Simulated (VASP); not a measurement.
# TiS2 (P-3m1) in VASP: single point with HSE06

Aim: the single point of TiS2 with HSE06.

Everything below comes from runs of VASP 6.6.1. Logs are shortened: lines on timing, memory, paths and dates and some standing lists are left out, and cuts for length are marked.

### 1 The cell of the first run

The structure is trigonal, space group P-3m1 (No. 164). Conventional cell: a = 3.305 Å, b = 3.305 Å, c = 5.830 Å, α = 90.00°, β = 90.00°, γ = 120.00°. Within 3.2 Å of Ti (site symmetry -3m) lie 6 S at 2.40 Å. Within 3.2 Å of S (site symmetry 3m) lie 3 Ti at 2.40 Å.

### 2 Single point, HSE06 (epitaxial xy strain -3.1%)

POSCAR reads:

```
TiS2
1.0
    3.3045318252      0.0000000000      0.0000000000
   -1.6522659126      2.8618085082      0.0000000000
    0.0000000000      0.0000000000      5.8304073461
Ti S
1 2
Direct
    0.0000000000      0.0000000000      0.0000000000
    0.3333333333      0.6666666667      0.2484903894
    0.6666666667      0.3333333333      0.7515096106
```

INCAR.step1 reads:

```
ALGO = Normal
EDIFF = 1E-5
ENCUT = 400
GGA = PE
GGA_COMPAT = False
ISIF = 2
ISMEAR = -1
LASPH = True
LREAL = False
LWAVE = True
NBANDS = 19
NELM = 120
PREC = Accurate
SIGMA = 0.02
```

INCAR.step2 reads:

```
ALGO = Normal
EDIFF = 1E-6
ENCUT = 400
GGA = PE
GGA_COMPAT = False
HFSCREEN = 0.2079
ISIF = 2
ISMEAR = -1
ISTART = 1
LASPH = True
LCHARG = True
LELF = True
LHFCALC = True
LREAL = False
LVHAR = True
LWAVE = False
NBANDS = 19
NELM = 120
PREC = Accurate
PRECFOCK = Normal
SIGMA = 0.02
```

KPOINTS reads:

```
k-points
0
Gamma
  6 6 4
```

Potentials or basis: VASP PAW PBE potentials, release 64 (Ti_sv, S).

Run with:

```console
$ cat potpaw_PBE.64/Ti_sv/POTCAR potpaw_PBE.64/S/POTCAR > POTCAR
$ cp INCAR.step1 INCAR
$ mpirun -np 1 vasp_std > vasp.out
$ cp INCAR.step2 INCAR
$ mpirun -np 1 vasp_std > vasp.out
```

OUTCAR:

```text
EDIFF = 1E-6
   ENCUT = 400
   GGA = PE
   HFSCREEN = 0.2079
   ISIF = 2
   ISMEAR = -1
   ISTART = 1
   LASPH = True
   LHFCALC = True
   LREAL = False
   NELM = 120
   PREC = Accurate
   PRECFOCK = Normal

 ion  position               nearest neighbor table
   1  0.000  0.000  0.000-   2 2.40   3 2.40   2 2.40   3 2.40   3 2.40   2 2.40
   2  0.333  0.667  0.248-   1 2.40   1 2.40   1 2.40
   3  0.667  0.333  0.752-   1 2.40   1 2.40   1 2.40

  LATTYP: Found a hexagonal cell.
 ALAT       =     3.3045318252
 C/A-ratio  =     1.7643671341

  Lattice vectors:

 A1 = (   3.3045318252,   0.0000000000,   0.0000000000)
 A2 = (  -1.6522659126,   2.8618085082,   0.0000000000)
 A3 = (   0.0000000000,   0.0000000000,   5.8304073461)

Analysis of symmetry for initial positions (statically):
=====================================================================
 Subroutine PRICEL returns:
 Original cell was already a primitive cell.

 Routine SETGRP: Setting up the symmetry group for a
 hexagonal supercell.

 Subroutine GETGRP returns: Found 12 space group operations
 (whereof 12 operations were pure point group operations)
 out of a pool of 24 trial point group operations.

The static configuration has the point symmetry D_3d.

Analysis of symmetry for dynamics (positions and initial velocities):
=====================================================================
 Subroutine PRICEL returns:
 Original cell was already a primitive cell.

 Routine SETGRP: Setting up the symmetry group for a
 hexagonal supercell.

 Subroutine GETGRP returns: Found 12 space group operations
 (whereof 12 operations were pure point group operations)
 out of a pool of 24 trial point group operations.

The dynamic configuration has the point symmetry D_3d.

 Subroutine INISYM returns: Found 12 space group operations
 (whereof 12 operations are pure point group operations),
 and found     1 'primitive' translations

----------------------------------------------------------------------------------------

                                     Primitive cell

  volume of cell :      55.1378

  direct lattice vectors                    reciprocal lattice vectors
     3.304531825  0.000000000  0.000000000     0.302614728  0.174714695  0.000000000
    -1.652265913  2.861808508  0.000000000     0.000000000  0.349429390  0.000000000
     0.000000000  0.000000000  5.830407346     0.000000000  0.000000000  0.171514603

  length of vectors
     3.304531825  3.304531825  5.830407346     0.349429390  0.349429390  0.171514603

  position of ions in fractional coordinates (direct lattice)
     0.000000000  0.000000000  0.000000000
     0.333333333  0.666666667  0.248490389
     0.666666667  0.333333333  0.751509611

  ion indices of the primitive-cell ions
   primitive index   ion index
                 1           1
                 2           2
                 3           3

----------------------------------------------------------------------------------------

 KPOINTS: k-points

Automatic generation of k-mesh.
 Grid dimensions read from file:
 generate k-points for:    6    6    4

 Generating k-lattice:

  Cartesian coordinates                     Fractional coordinates (reciprocal lattice)
     0.050435788  0.029119116  0.000000000     0.166666667 -0.000000000  0.000000000
     0.000000000  0.058238232  0.000000000     0.000000000  0.166666667  0.000000000
     0.000000000  0.000000000  0.042878651     0.000000000  0.000000000  0.250000000

  Length of vectors
     0.058238232  0.058238232  0.042878651

  Shift w.r.t. Gamma in fractional coordinates (k-lattice)
     0.000000000  0.000000000  0.000000000

 Subroutine IBZKPT returns following result:
 ===========================================

 Found     24 irreducible k-points:

 Following reciprocal coordinates:
            Coordinates               Weight
  0.000000  0.000000  0.000000      1.000000
  0.166667 -0.000000  0.000000      6.000000
  0.333333  0.000000  0.000000      6.000000
  0.500000  0.000000  0.000000      3.000000
  0.166667  0.166667  0.000000      6.000000
  0.333333  0.166667  0.000000     12.000000
[... 16 lines left out ...]
  0.333333  0.166667  0.500000     12.000000
  0.333333  0.333333  0.500000      2.000000
   k-points           NKPTS =     24   k-points in BZ     NKDIM =    144   number of bands    NBANDS=     19
   number of dos      NEDOS =    301   number of ions     NIONS =      3
   total plane-waves  NPLWV =  23040
   dimension x,y,z NGX =    24 NGY =   24 NGZ =   40
   dimension x,y,z NGXF=    48 NGYF=   48 NGZF=   80
   ions per type =               1   2
   NGX,Y,Z   is equivalent  to a cutoff of  12.07, 12.07, 11.41 a.u.
   NGXF,Y,Z  is equivalent  to a cutoff of  24.15, 24.15, 22.81 a.u.
 SYSTEM =  unknown system
   PREC   = accura    normal or accurate (medium, high low for compatibility)
   ISTART =      1    job   : 0-new  1-cont  2-samecut
   ICHARG =      0    charge: 1-file 2-atom 10-const
   ISPIN  =      1    spin polarized calculation?
   LNONCOLLINEAR =      F non collinear calculations
   LSORBIT =      F    spin-orbit coupling
   LASPH  =      T    aspherical Exc in radial PAW
   ENCUT  =  400.0 eV  29.40 Ry    5.42 a.u.   5.39  5.39  9.51*2*pi/ulx,y,z
   NELM   =    120;   NELMIN=  2; NELMDL=  0     # of ELM steps
   EDIFF  = 0.1E-05   stopping-criterion for ELM
   LREAL  =      F    real-space projection
   EDIFFG = 0.1E-04   stopping-criterion for IOM
   NSW    =      0    number of steps for IOM
   IBRION =     -1    ionic relax: 0-MD 1-quasi-New 2-CG
   NFREE  =      0    steps in history (QN), initial steepest desc. (CG)
   ISIF   =      2    stress and relaxation
   ISYM   =      3    0-nonsym 1-usesym 2-fastsym
   POTIM  = 0.5000    time-step for ionic-motion
   TEBEG  =    0.0;   TEEND  =   0.0 temperature during run
   PSTRESS=    0.0 pullay stress
   NELECT =      24.0000    total number of electrons
   NUPDOWN=      -1.0000    fix difference up-down
   EMIN   =  10.00;   EMAX   =-10.00  energy-range for DOS
   EFERMI =   0.00;   METHOD = LEGACY
   ISMEAR =    -1;   SIGMA  =   0.02  broadening in eV -4-tet -1-fermi 0-gaus
   EFERMI_NEDOS =   21; number of points for ismear=-14 and -15
   IALGO  =     38    algorithm
   IMIX   =      1    mixing-type and parameters
     AMIX     =   0.40;   BMIX     =  1.00
     AMIX_MAG =   1.60;   BMIX_MAG =  1.00
  volume/ion in A,a.u.               =      18.38       124.03
  Fermi-wavevector in a.u.,A,eV,Ry     =   1.240687  2.344558 20.943494  1.539303
  Thomas-Fermi vector in A             =   2.375117
   LORBIT       =      0    0 simple, 1 ext, 2 COOP (PROOUT), +10 PAW based schemes
   GGA     = PE    functional components
   LHFCALC =     T    Hartree Fock is set to
   PRECFOCK=normal    Normal, Fast or Accurate (Low or Medium for compatibility)
   ENCUT4O =  -1.0   cutoff for four orbital integrals eV
   NKREDX  =     1    reduce k-point grid by
   NKREDY  =     1    reduce k-point grid by
   NKREDZ  =     1    reduce k-point grid by
   AEXX    =    0.2500 exact exchange contribution
   HFSCREEN=    0.2079 screening length (either q_TF or 0.3 A-1)
   HFSCREENC=   0.2079 screening length for correlation (either q_TF or 0.3 A-1)
   ENCUTFOCK=  -1.0 apply spherical cutoff to Coloumb kernel
   IVDW    =     0    specifies the selected vdW correction
   LEPSILON=     F    determine dielectric tensor
   LRPA    =     F    only Hartree local field effects (RPA)
 non-spin polarized calculation
  energy-cutoff  :      400.00
  volume of cell :       55.14
 maximum number of plane-waves:      1039
 NGX is ok and might be reduce to    24
  NGX = 18; NGY = 18; NGZ = 30

 number of electron      24.0000000 magnetization

 Free energy of the ion-electron system (eV)
  ---------------------------------------------------
  ext. energy  EPLUGINS =         0.00000000
  ---------------------------------------------------
  free energy    TOTEN  =       -24.13077736 eV

  energy without entropy =      -24.13031601  energy(sigma->0) =      -24.13054669

 E-fermi :   5.8738     XC(G=0):  -8.4949

 val. band max:        5.8338485183   @ k =   0.0000   0.0000   0.0000
 cond. band min:       5.9217846520   @ k =   0.5000   0.0000   0.5000
 fundamental gap:      0.0879361337
 Fermi energy:         5.8737541012

 k-point     1 :       0.0000    0.0000    0.0000
  band No.  band energies     occupation
      1     -56.8883      2.00000
      2     -31.4934      2.00000
      3     -31.4051      2.00000
      4     -31.4051      2.00000
      5     -10.0867      2.00000
      6      -8.2590      2.00000
[... 11 lines left out ...]
     18      12.7982      0.00000
     19      13.7360      0.00000

 k-point     2 :       0.1667   -0.0000    0.0000
  band No.  band energies     occupation
      1     -56.8833      2.00000
      2     -31.4838      2.00000
      3     -31.4561      2.00000
      4     -31.4168      2.00000
      5      -9.6912      2.00000
      6      -8.1458      2.00000
[... 11 lines left out ...]
     18      14.2523      0.00000
     19      14.8720      0.00000

 k-point     3 :       0.3333    0.0000    0.0000
  band No.  band energies     occupation
      1     -56.8730      2.00000
      2     -31.5570      2.00000
      3     -31.4645      2.00000
      4     -31.4401      2.00000
      5      -8.7248      2.00000
      6      -7.9169      2.00000
[... 11 lines left out ...]
     18      13.8772      0.00000
     19      14.3349      0.00000

 k-point     4 :       0.5000    0.0000    0.0000
  band No.  band energies     occupation
      1     -56.8682      2.00000
      2     -31.6069      2.00000
      3     -31.4549      2.00000
      4     -31.4516      2.00000
      5      -8.0388      2.00000
      6      -7.8553      2.00000
[... 407 lines left out ...]
     18      15.1422      0.00000
     19      15.1748      0.00000

 k-point    23 :       0.3333    0.1667    0.5000
  band No.  band energies     occupation
      1     -56.8678      2.00000
      2     -31.5807      2.00000
      3     -31.4781      2.00000
      4     -31.4550      2.00000
      5      -8.0723      2.00000
      6      -7.8299      2.00000
[... 11 lines left out ...]
     18      13.2695      0.00000
     19      14.2727      0.00000

 k-point    24 :       0.3333    0.3333    0.5000
  band No.  band energies     occupation
      1     -56.8653      2.00000
      2     -31.5448      2.00000
      3     -31.5448      2.00000
      4     -31.4507      2.00000
      5      -7.7498      2.00000
      6      -7.7498      2.00000
[... 11 lines left out ...]
     18      14.3354      0.00000
     19      14.3354      0.00000

------------------------ aborting loop because EDIFF is reached ----------------------------------------

  FORCE on cell =-STRESS in cart. coord.  units (eV):
  Direction    XX          YY          ZZ          XY          YZ          ZX
  --------------------------------------------------------------------------------------
  -------------------------------------------------------------------------------------
  Total        2.0295497      2.0295497     -0.2189747     -0.0000000     -0.0000000      0.0000000
  in kB       58.9740377     58.9740377     -6.3629016     -0.0000000     -0.0000000      0.0000000
  external PRESSURE =      37.1950580 kB  Pullay stress =       0.0000000 kB

 VOLUME and BASIS-vectors are now :
 -----------------------------------------------------------------------------
  energy-cutoff  :      400.00
  volume of cell :       55.14
      direct lattice vectors                 reciprocal lattice vectors
     3.304531825  0.000000000  0.000000000     0.302614728  0.174714695  0.000000000
    -1.652265913  2.861808508  0.000000000     0.000000000  0.349429390  0.000000000
     0.000000000  0.000000000  5.830407346     0.000000000  0.000000000  0.171514603

 POSITION                                       TOTAL-FORCE (eV/Angst)
 -----------------------------------------------------------------------------------
      0.00000      0.00000      0.00000         0.000000      0.000000     -0.000000
     -0.00000      1.90787      1.44880        -0.000000     -0.000000     -0.286347
      1.65227      0.95394      4.38161         0.000000      0.000000      0.286347
 -----------------------------------------------------------------------------------
    total drift:                                0.000000     -0.000000     -0.000001

  FREE ENERGIE OF THE ION-ELECTRON SYSTEM (eV)
  ---------------------------------------------------
  free  energy   TOTEN  =       -24.1307773580 eV

  energy  without entropy=      -24.1303160129  energy(sigma->0) =      -24.13054669
```

Run time: 62 min. Hardware: 1 thread of Intel Xeon Platinum 8375C at 2.90GHz (Ice Lake), shared host; peak memory 0.27 GiB.

Results:

* Free energy: -24.1308 eV
* Pressure: 3.7 GPa
* Largest force: 0.286 eV/Å
* Band gap on the k mesh: 0.09 eV, indirect (least direct gap 0.96 eV)

Forces in eV/Å, atoms in the order of the input:
```
Ti   0.000  0.000  0.000
S    0.000  0.000 -0.286
S    0.000  0.000  0.286
```

Stress tensor (GPa, compression positive):
```
 5.90  0.00  0.00
 0.00  5.90  0.00
 0.00  0.00 -0.64
```

Caveat: the cell differs from its parent crystal (epitaxial xy strain -3.1%); the PAW data sets were made with another functional, which shifts forces and pressure a little; this functional lacks dispersion, which binds the layers, so the pressure and a relaxed spacing across them are unreliable.
